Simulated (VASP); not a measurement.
# Si16Ni (a cell with a defect) in VASP: notebook, part 2 of 2

VASP 6.6.1. Earlier steps stand in the parts before.

**3. Single point, r2SCAN, collinear spin, zero start**

Input file POSCAR:

```
Si16Ni
1.0
    0.0000000000      5.4300000000      5.4300000000
    5.4300000000      0.0000000000      5.4300000000
    5.4300000000      5.4300000000      0.0000000000
Si Ni
16 1
Direct
    0.0061422652      0.1898984346     -0.1534116943
    0.1816137201      0.2424267956     -0.0300013812
    0.1177829650     -0.0804043278      0.4494490792
    0.1968534070      0.1429171271      0.5073885820
   -0.0692531308      0.4918951197      0.1216686004
    0.1113488029      0.4742488029      0.2963287293
   -0.1127805709      0.5295389503      0.6185282689
    0.0139801105      0.6608762431      0.7409069982
    0.5576030387      0.1436785451     -0.1581008287
    0.6647266114      0.1575925414      0.0699069061
    0.5530294659     -0.0476543278      0.4513186004
    0.7539630755     -0.0057954880      0.5614476059
    0.4487770718      0.4936962247      0.0775516575
    0.5985979742      0.4507324125      0.2951690608
    0.3776778085      0.4600485267      0.6414656538
    0.5212813996      0.6289585635      0.6976020258
    0.2633942910      0.8867467772      0.1215117864
```

Input file INCAR.step1:

```
SYSTEM = Si16Ni
PREC = Accurate ; ENCUT = 520
ISMEAR = 0 ; SIGMA = 0.02
LREAL = Auto ; LASPH = .True.
NELM = 150 ; ISPIN = 2
MAGMOM = 0 0 0 0 0 0 0 0 0 0 0 0 0 0 0 0 0 ; LMAXMIX = 4
NBANDS = 55 ; GGA = PE
ALGO = Normal ; EDIFF = 1E-4
LWAVE = .True. ; LCHARG = .False.
```

Input file INCAR.step2:

```
SYSTEM = Si16Ni
PREC = Accurate ; ENCUT = 520
EDIFF = 1E-6 ; ISMEAR = 0
SIGMA = 0.02 ; LREAL = Auto
LASPH = .True. ; NELM = 150
ALGO = Normal ; ISIF = 2
LWAVE = .False. ; LCHARG = .False.
ISPIN = 2 ; MAGMOM = 0 0 0 0 0 0 0 0 0 0 0 0 0 0 0 0 0
LORBIT = 11 ; LMAXMIX = 4
METAGGA = R2SCAN ; LMIXTAU = .True.
NBANDS = 55 ; ISTART = 1
```

Input file KPOINTS:

```
Automatic mesh
0
Gamma
  1 1 1
  0 0 0
```

Potentials or basis: VASP PAW PBE potentials, release 64 (Si, Ni).

On the command line:

```sh
> cat potpaw_PBE.64/Si/POTCAR potpaw_PBE.64/Ni/POTCAR > POTCAR
> cp INCAR.step1 INCAR
> mpirun -np 1 vasp_gam > vasp.out
> cp INCAR.step2 INCAR
> mpirun -np 1 vasp_gam > vasp.out
```

OUTCAR:

```text
SYSTEM = Si16Ni
   PREC = Accurate
   ENCUT = 520
   EDIFF = 1E-6
   ISMEAR = 0
   LREAL = Auto
   LASPH = .True.
   NELM = 150
   ISIF = 2
   ISPIN = 2
   LORBIT = 11
   METAGGA = R2SCAN
   ISTART = 1

 ion  position               nearest neighbor table
   1  0.006  0.190  0.847-   2 2.25   7 2.31  10 2.37   4 2.38  17 2.90
   2  0.182  0.242  0.970-   5 2.24  17 2.25   1 2.25   9 2.37  15 2.43   8 2.75
   3  0.118  0.920  0.449-   8 2.22  17 2.28  12 2.32   4 2.36  15 3.05
   4  0.197  0.143  0.507-   6 2.19  11 2.29   3 2.36   1 2.38   7 2.94
   5  0.931  0.492  0.122-   2 2.24   6 2.29  14 2.32   8 2.41
   6  0.111  0.474  0.296-   4 2.19   5 2.29   7 2.31  13 2.31
   7  0.887  0.530  0.619-   6 2.31   1 2.31  16 2.34   8 2.39   4 2.94  12 3.03  11 3.09
   8  0.014  0.661  0.741-   3 2.22  15 2.35   7 2.39   5 2.41  12 2.56   2 2.75
   9  0.558  0.144  0.842-  15 2.28  10 2.34   2 2.37  12 2.39  17 3.00
  10  0.665  0.158  0.070-  13 2.28   9 2.34   1 2.37  11 2.45
  11  0.553  0.952  0.451-  16 2.29   4 2.29  12 2.30  10 2.45   7 3.09
  12  0.754  0.994  0.561-  11 2.30   3 2.32   9 2.39   8 2.56  14 3.00   7 3.03
  13  0.449  0.494  0.078-  10 2.28  14 2.28   6 2.31  16 2.41  17 2.74
  14  0.599  0.451  0.295-  13 2.28   5 2.32  15 2.35  12 3.00
  15  0.378  0.460  0.641-   9 2.28   8 2.35  14 2.35  16 2.36   2 2.43   3 3.05
  16  0.521  0.629  0.698-  11 2.29   7 2.34  15 2.36  13 2.41
  17  0.263  0.887  0.122-   2 2.25   3 2.28  13 2.74   1 2.90   9 3.00
[... 338 lines left out ...]
      direct lattice vectors                 reciprocal lattice vectors
     0.000000000  5.430000000  5.430000000    -0.092081031  0.092081031  0.092081031
     5.430000000  0.000000000  5.430000000     0.092081031 -0.092081031  0.092081031
     5.430000000  5.430000000  0.000000000     0.092081031  0.092081031 -0.092081031

 POSITION                                       TOTAL-FORCE (eV/Angst)
 -----------------------------------------------------------------------------------
      5.62812      4.63033      1.06450         0.144266     -0.079747     -0.188266
      6.58347      6.25326      2.30254         0.205814      0.067274     -0.166611
      7.43391      3.08007      5.63297         0.111378     -0.170864     -0.174801
      3.53116      3.82403      1.84495        -0.151646      1.293914     -1.295036
      3.33165      5.71462      7.72495         0.012936     -0.210027      0.240902
      4.18424      2.21369      3.17979         0.087360     -1.350386      0.351127
[... 9 lines left out ...]
      7.20322      6.61854      6.24580        -0.078126     -0.028113      0.148273
      5.47484      2.09004      6.24527        -0.057315      0.223226      0.481527
 -----------------------------------------------------------------------------------
    total drift:                               -0.003875      0.002499     -0.000053

  FREE ENERGIE OF THE ION-ELECTRON SYSTEM (eV)
  ---------------------------------------------------
  free  energy   TOTEN  =      -138.4096541287 eV

  energy  without entropy=     -138.4096541287  energy(sigma->0) =     -138.40965413

 total charge

# of ion       s       p       d       tot
------------------------------------------
    1        0.732   0.994   0.000   1.726
    2        0.756   0.998   0.000   1.753
    3        0.763   0.936   0.000   1.699
    4        0.755   1.003   0.000   1.758
    5        0.730   1.007   0.000   1.737
    6        0.737   1.043   0.000   1.780
[... 9 lines left out ...]
   16        0.745   0.958   0.000   1.704
   17        0.414   0.283   8.514   9.210
--------------------------------------------------
tot         12.393  15.822   8.514  36.728

 magnetization (x)

# of ion       s       p       d       tot
------------------------------------------
    1       -0.000   0.000   0.000   0.000
    2       -0.000  -0.000   0.000  -0.000
    3        0.000   0.000   0.000   0.000
    4       -0.000   0.000   0.000   0.000
    5        0.000   0.000   0.000   0.000
    6       -0.000  -0.000   0.000  -0.000
[... 9 lines left out ...]
   16        0.000   0.000   0.000   0.000
   17       -0.000   0.000   0.000   0.000
--------------------------------------------------
tot         -0.000  -0.000   0.000   0.000
```

OUTCAR.step1:

```text
SYSTEM = Si16Ni
   PREC = Accurate
   ENCUT = 520
   ISMEAR = 0
   LREAL = Auto
   LASPH = .True.
[... 373 lines left out ...]
      4.18424      2.21369      3.17979         0.078573     -1.346960      0.416114
[... 9 lines left out ...]
      7.20322      6.61854      6.24580        -0.013776     -0.061844      0.035462
      5.47484      2.09004      6.24527        -0.278917      0.237386      0.352592
 -----------------------------------------------------------------------------------
    total drift:                               -0.003962      0.006246     -0.001004

  FREE ENERGIE OF THE ION-ELECTRON SYSTEM (eV)
  ---------------------------------------------------
  free  energy   TOTEN  =       -79.2730320997 eV

  energy  without entropy=      -79.2730320997  energy(sigma->0) =      -79.27303210
```

Run time: 5.8 min. Hardware: 1 thread of Intel Xeon Platinum 8259CL at 2.50GHz (Skylake/Cascade Lake), shared host; peak memory 0.72 GiB.

What came out:

```
Free energy                                           : -138.4097 eV
Pressure                                              : 7.6 GPa
Largest force                                         : 1.837 eV/Å
Net moment                                            : 0.00 μB per cell
Valence electrons inside the program's atomic spheres : Si 1.73, 1.75, 1.70, 1.76, 1.74, 1.78, 1.69, 1.71, 1.67, 1.72 (each value once); Ni 9.21
```

Forces on the atoms (eV/Å):
```
Si   0.144 -0.080 -0.188
Si   0.206  0.067 -0.167
Si   0.111 -0.171 -0.175
Si  -0.152  1.294 -1.295
Si   0.013 -0.210  0.241
Si   0.087 -1.350  0.351
Si   0.298  0.096  0.288
Si  -0.242  0.100  0.032
Si  -0.100 -0.112  0.143
Si   0.032 -0.199 -0.005
Si   0.067 -0.239 -0.104
Si   0.160 -0.226  0.085
Si  -0.155 -0.097  0.085
Si  -0.273  0.488 -0.470
Si  -0.062  0.444  0.549
Si  -0.078 -0.028  0.148
Ni  -0.057  0.223  0.482
```

Stress tensor (GPa, compression positive):
```
 6.28 -1.71  0.09
-1.71 11.45  2.79
 0.09  2.79  4.96
```

Levels at points of the mesh, in eV from the Fermi level:
Spin up:
```csv
k point,band 35,band 36,band 37,band 38,band 39,band 40
"(0.00, 0.00, 0.00)",-0.55,-0.35,-0.14,0.56,1.23,1.50
```
Spin down:
| k point | band 35 | band 36 | band 37 | band 38 | band 39 | band 40 |
| --- | --- | --- | --- | --- | --- | --- |
| (0.00, 0.00, 0.00) | -0.55 | -0.35 | -0.14 | 0.56 | 1.23 | 1.50 |

Caveat: the k points lie up to 1.00 Å⁻¹ apart; the PAW data sets were made with another functional, which shifts forces and pressure a little.

**4. Single point, r2SCAN, collinear spin, zero start**

Input file POSCAR:

```
Si16Ni
1.0
    0.0000000000      5.4300000000      5.4300000000
    5.4300000000      0.0000000000      5.4300000000
    5.4300000000      5.4300000000      0.0000000000
Si Ni
16 1
Direct
   -0.0187979742      0.0296653775     -0.0356351750
    0.1255252302      0.1922541436      0.0192802947
    0.0250952118     -0.0352655617      0.4833769797
    0.0536462247      0.1806025783      0.5957294659
   -0.0278037753      0.4934630755      0.1049630755
    0.1620802026      0.6671194291      0.1690199816
    0.0972475138      0.4895718232      0.5295092081
    0.0865663904      0.6449923573      0.7312363720
    0.4869480663      0.1697392265     -0.1814165746
    0.6065917127      0.1395121547      0.0687631676
    0.3540993554      0.0018050645      0.3520638122
    0.7309904236     -0.1438534070      0.6955690608
    0.5138404236      0.5062096685      0.0375061694
    0.6078430018      0.5180116943      0.2629754144
    0.4630028545      0.5281614180      0.5976091160
    0.7040298343      0.5668213628      0.6773211786
    0.2775220994      0.8709069982      0.2022031308
```

Input file INCAR.step1:

```
  PREC = Accurate
  ENCUT = 520
  ISMEAR = 0
  SIGMA = 0.02
  LREAL = Auto
  LASPH = T
  NELM = 150
  ISPIN = 2
  MAGMOM = 0 0 0 0 0 0 0 0 0 0 0 0 0 0 0 0 0
  LMAXMIX = 4
  NBANDS = 55
  GGA = PE
  ALGO = Normal
  EDIFF = 1E-4
  LWAVE = T
  LCHARG = F
```

Input file INCAR.step2:

```
  PREC = Accurate
  ENCUT = 520
  EDIFF = 1E-6
  ISMEAR = 0
  SIGMA = 0.02
  LREAL = Auto
  LASPH = T
  NELM = 150
  ALGO = Normal
  ISIF = 2
  LWAVE = F
  LCHARG = F
  ISPIN = 2
  MAGMOM = 0 0 0 0 0 0 0 0 0 0 0 0 0 0 0 0 0
  LORBIT = 11
  LMAXMIX = 4
  METAGGA = R2SCAN
  LMIXTAU = T
  NBANDS = 55
  ISTART = 1
```

Input file KPOINTS:

```
regular mesh
0
Gamma
  1 1 1
```

Potentials or basis: VASP PAW PBE potentials, release 64 (Si, Ni).

On the command line:

```sh
> cat potpaw_PBE.64/Si/POTCAR potpaw_PBE.64/Ni/POTCAR > POTCAR
> cp INCAR.step1 INCAR
> mpirun -np 1 vasp_gam > vasp.out
> cp INCAR.step2 INCAR
> mpirun -np 1 vasp_gam > vasp.out
```

OUTCAR:

```text
PREC = Accurate
   ENCUT = 520
   EDIFF = 1E-6
   ISMEAR = 0
   LREAL = Auto
   LASPH = T
   NELM = 150
   ISIF = 2
   ISPIN = 2
   LORBIT = 11
   METAGGA = R2SCAN
   ISTART = 1

 ion  position               nearest neighbor table
   1  0.981  0.030  0.964-   2 2.31   4 2.34  10 2.36   6 2.47  17 3.03
   2  0.126  0.192  0.019-  17 2.17   5 2.28   1 2.31   9 2.37   3 2.95   8 3.00
   3  0.025  0.965  0.483-  17 2.22   8 2.22  12 2.30  11 2.32   4 2.35   2 2.95
   4  0.054  0.181  0.596-   7 2.33   1 2.34   3 2.35  11 2.41  16 2.93
   5  0.972  0.493  0.105-   2 2.28   8 2.35  14 2.38   6 2.73
   6  0.162  0.667  0.169-  13 2.24   7 2.30  17 2.30   1 2.47   5 2.73
   7  0.097  0.490  0.530-   6 2.30   4 2.33   8 2.34  16 2.49  12 3.09
   8  0.087  0.645  0.731-   3 2.22   7 2.34   5 2.35  15 2.36  12 2.46   2 3.00
   9  0.487  0.170  0.819-   2 2.37  15 2.37  10 2.39  12 2.49  17 2.95
  10  0.607  0.140  0.069-  11 2.27   1 2.36   9 2.39  13 2.45
  11  0.354  0.002  0.352-  17 2.26  10 2.27   3 2.32   4 2.41  15 3.03
  12  0.731  0.856  0.696-   3 2.30  16 2.41   8 2.46   9 2.49   7 3.09
  13  0.514  0.506  0.038-  14 2.24   6 2.24  16 2.31  10 2.45  17 2.98
[... 338 lines left out ...]
 VOLUME and BASIS-vectors are now :
 -----------------------------------------------------------------------------
  energy-cutoff  :      520.00
  volume of cell :      320.21
      direct lattice vectors                 reciprocal lattice vectors
     0.000000000  5.430000000  5.430000000    -0.092081031  0.092081031  0.092081031
     5.430000000  0.000000000  5.430000000     0.092081031 -0.092081031  0.092081031
     5.430000000  5.430000000  0.000000000     0.092081031  0.092081031 -0.092081031

 POSITION                                       TOTAL-FORCE (eV/Angst)
 -----------------------------------------------------------------------------------
      5.39758     10.56443      5.48901        -0.285814      0.273688     -0.180546
      1.14863      0.78629      1.72554         0.068602     -0.811601      0.140651
      7.86324      2.76100      5.37478         0.338927     -0.429675     -0.376522
      4.21548      3.52611      1.27197         0.144880      0.012462      0.112384
      3.24945      5.84898      7.95853         0.200036      0.354974     -0.008882
      4.54024      1.79787      4.50255        -0.176392     -0.697537     -0.232839
[... 9 lines left out ...]
      6.75569      7.50074      6.90072         0.188590     -0.072177      0.063402
      5.82699      2.60491      6.23597         0.050434      0.260936      0.535698
 -----------------------------------------------------------------------------------
    total drift:                               -0.003612     -0.000041      0.007229

  FREE ENERGIE OF THE ION-ELECTRON SYSTEM (eV)
  ---------------------------------------------------
  free  energy   TOTEN  =      -136.2177103642 eV

  energy  without entropy=     -136.2177103642  energy(sigma->0) =     -136.21771036

 total charge

# of ion       s       p       d       tot
------------------------------------------
    1        0.719   0.957   0.000   1.675
    2        0.740   0.982   0.000   1.722
    3        0.766   0.964   0.000   1.730
    4        0.745   0.918   0.000   1.663
    5        0.759   0.931   0.000   1.690
    6        0.712   0.993   0.000   1.705
[... 9 lines left out ...]
   16        0.770   0.907   0.000   1.676
   17        0.545   0.548   8.489   9.581
--------------------------------------------------
tot         12.581  15.553   8.489  36.623

 magnetization (x)

# of ion       s       p       d       tot
------------------------------------------
    1        0.000  -0.000   0.000  -0.000
    2        0.000  -0.000   0.000  -0.000
    3       -0.000   0.000   0.000   0.000
    4       -0.000   0.000   0.000   0.000
    5       -0.000  -0.000   0.000  -0.000
    6        0.000   0.000   0.000   0.000
[... 9 lines left out ...]
   16        0.000   0.000   0.000   0.000
   17        0.000   0.000  -0.000  -0.000
--------------------------------------------------
tot          0.000  -0.000  -0.000  -0.000
```

OUTCAR.step1:

```text
PREC = Accurate
   ENCUT = 520
   ISMEAR = 0
   LREAL = Auto
   LASPH = T
[... 372 lines left out ...]
      3.24945      5.84898      7.95853         0.267598      0.505391     -0.043438
      4.54024      1.79787      4.50255        -0.128448     -0.686264     -0.250050
[... 9 lines left out ...]
      6.75569      7.50074      6.90072         0.064379     -0.049381      0.020748
      5.82699      2.60491      6.23597        -0.252763      0.349051      0.512404
 -----------------------------------------------------------------------------------
    total drift:                                0.002133     -0.002793      0.008382

  FREE ENERGIE OF THE ION-ELECTRON SYSTEM (eV)
  ---------------------------------------------------
  free  energy   TOTEN  =       -77.3820480734 eV

  energy  without entropy=      -77.3820480734  energy(sigma->0) =      -77.38204807
```

OSZICAR.step1:

```text
N       E                     dE             d eps       ncg     rms          rms(c)
DAV:   1     0.454843059127E+03    0.45484E+03   -0.31844E+04   220   0.122E+03
DAV:   2    -0.173264352823E+02   -0.47217E+03   -0.42331E+03   258   0.249E+02
DAV:   3    -0.797535471651E+02   -0.62427E+02   -0.58320E+02   296   0.873E+01
DAV:   4    -0.827574136575E+02   -0.30039E+01   -0.29621E+01   280   0.185E+01
DAV:   5    -0.828399174597E+02   -0.82504E-01   -0.82297E-01   296   0.396E+00    0.252E+01
DAV:   6    -0.978937580917E+02   -0.15054E+02   -0.17136E+02   298   0.180E+02    0.543E+01
DAV:   7    -0.824922852681E+02    0.15401E+02   -0.47799E+01   274   0.468E+01    0.179E+01
DAV:   8    -0.771117050476E+02    0.53806E+01   -0.12859E+01   289   0.657E+01    0.707E+00
DAV:   9    -0.776913838941E+02   -0.57968E+00   -0.77595E+00   328   0.153E+01    0.640E+00
DAV:  10    -0.774101676351E+02    0.28122E+00   -0.21123E+00   321   0.204E+01    0.239E+00
DAV:  11    -0.773824654845E+02    0.27702E-01   -0.16674E-01   336   0.525E+00    0.122E+00
DAV:  12    -0.773813719394E+02    0.10935E-02   -0.17112E-02   328   0.105E+00    0.501E-01
DAV:  13    -0.773819205561E+02   -0.54862E-03   -0.29074E-03   336   0.323E-01    0.195E-01
DAV:  14    -0.773820379605E+02   -0.11740E-03   -0.14567E-04   168   0.120E-01    0.120E-01
DAV:  15    -0.773820480734E+02   -0.10113E-04   -0.18504E-04   184   0.134E-01
   1 F= -.77382048E+02 E0= -.77382048E+02  d E =-.483332E-17  mag=     0.0000
```

Run time: 5.6 min. Hardware: 1 thread of Intel Xeon Platinum 8259CL at 2.50GHz (Skylake/Cascade Lake), shared host; peak memory 0.72 GiB.

What came out:

| Item | Value |
| --- | --- |
| Free energy | -136.2177 eV |
| Pressure | 6.0 GPa |
| Largest force | 0.827 eV/Å |
| Net moment | 0.00 μB per cell |
| Valence electrons inside the program's atomic spheres | Si 1.68, 1.72, 1.73, 1.66, 1.69, 1.71, 1.74, 1.70, 1.63 (each value once); Ni 9.58 |

Forces in eV/Å, atoms in the order of the input:
```
Si  -0.286  0.274 -0.181
Si   0.069 -0.812  0.141
Si   0.339 -0.430 -0.377
Si   0.145  0.012  0.112
Si   0.200  0.355 -0.009
Si  -0.176 -0.698 -0.233
Si  -0.066  0.247  0.043
Si   0.029  0.425 -0.680
Si   0.151  0.108  0.012
Si   0.007 -0.245  0.339
Si  -0.068  0.192  0.269
Si  -0.006 -0.256 -0.109
Si  -0.504  0.247 -0.259
Si  -0.048  0.107  0.150
Si  -0.025  0.283  0.180
Si   0.189 -0.072  0.063
Ni   0.050  0.261  0.536
```

Levels at points of the mesh, in eV from the Fermi level:
Spin up:
```tsv
k point	band 33	band 34	band 35	band 36	band 37	band 38	band 39	band 40	band 41	band 42
(0.00, 0.00, 0.00)	-0.85	-0.71	-0.53	-0.43	-0.11	0.73	0.84	1.16	1.43	1.70
```
Spin down:
```
           k point  band 33  band 34  band 35  band 36  band 37  band 38  band 39  band 40  band 41  band 42
(0.00, 0.00, 0.00)    -0.85    -0.71    -0.53    -0.43    -0.11     0.73     0.84     1.16     1.43     1.70
```

Caveat: the k points lie up to 1.00 Å⁻¹ apart; the PAW data sets were made with another functional, which shifts forces and pressure a little.

**5. Overview**

```csv
cell,pressure (GPa),moment (μB),largest force (eV/Å)
"as given, atomic positions A",3.9,0.00,1.39
"as given, atomic positions B",7.6,0.00,1.84
"as given, atomic positions C",6.0,0.00,0.83
```

Alike in all rows: task single point; level r2SCAN; potentials or basis VASP PAW PBE potentials, release 64 (Si, Ni); spin collinear, zero start; k mesh 1 × 1 × 1; cutoff (eV) 520; smearing gaussian 0.02 eV.

Caveats: all runs use coarse meshes; the PAW data sets were made with another functional, which shifts forces and pressure a little.

Total energies depend on the potentials used, so only differences within one code and one set of settings carry meaning.
